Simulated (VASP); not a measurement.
Here is a VASP 6.6.1 calculation.

Contents of INCAR:

```
PREC = Accurate
ENCUT = 520
EDIFF = 1E-6
ISMEAR = -1
SIGMA = 0.02
LREAL = False
LASPH = True
NELM = 100
ALGO = Normal
ISIF = 2
LWAVE = False
LCHARG = False
GGA = PE
NBANDS = 55
```

Contents of KPOINTS:

```
regular mesh
0
Gamma
  6 6 6
```

Contents of POSCAR:

```
Ga2O3
1.0
    2.4922617722      1.4389080051      4.5702516696
   -2.4922617722      1.4389080051      4.5702516696
    0.0000000000     -2.8778160102      4.5702516696
Ga O
4 6
Direct
    0.8547071878      0.8547071878      0.8547071878
    0.6452928122      0.6452928122      0.6452928122
    0.1452928122      0.1452928122      0.1452928122
    0.3547071878      0.3547071878      0.3547071878
    0.7500000000      0.4460659207      0.0539340793
    0.4460659207      0.0539340793      0.7500000000
    0.0539340793      0.7500000000      0.4460659207
    0.2500000000      0.5539340793      0.9460659207
    0.9460659207      0.2500000000      0.5539340793
    0.5539340793      0.9460659207      0.2500000000
```

Potentials or basis: VASP PAW PBE potentials, release 64 (Ga_d, O).

The run is started by

```bash
$ cat potpaw_PBE.64/Ga_d/POTCAR potpaw_PBE.64/O/POTCAR > POTCAR
$ mpirun -np 1 vasp_std > vasp.out
```

Q: Estimate the pressure.

A: 6.2 GPa.

Q: What does it give for the band gap on the k mesh?

A: 2.64 eV (least direct gap 2.86 eV).

Q: Estimate the largest force.

A: 0.054 eV/Å.

Forces in eV/Å, atoms in the order of the input:
```
Ga   0.000  0.000  0.054
Ga   0.000  0.000 -0.054
Ga   0.000  0.000 -0.054
Ga   0.000  0.000  0.054
O   -0.012  0.021  0.000
O    0.025  0.000  0.000
O   -0.012 -0.021  0.000
O    0.012 -0.021  0.000
O    0.012  0.021  0.000
O   -0.025  0.000  0.000
```

Caveat: the cell differs from its parent crystal (uniaxial z strain +2.0%); the stress differs along the axes, from 3 to 8 GPa. A k mesh can miss the band edges.
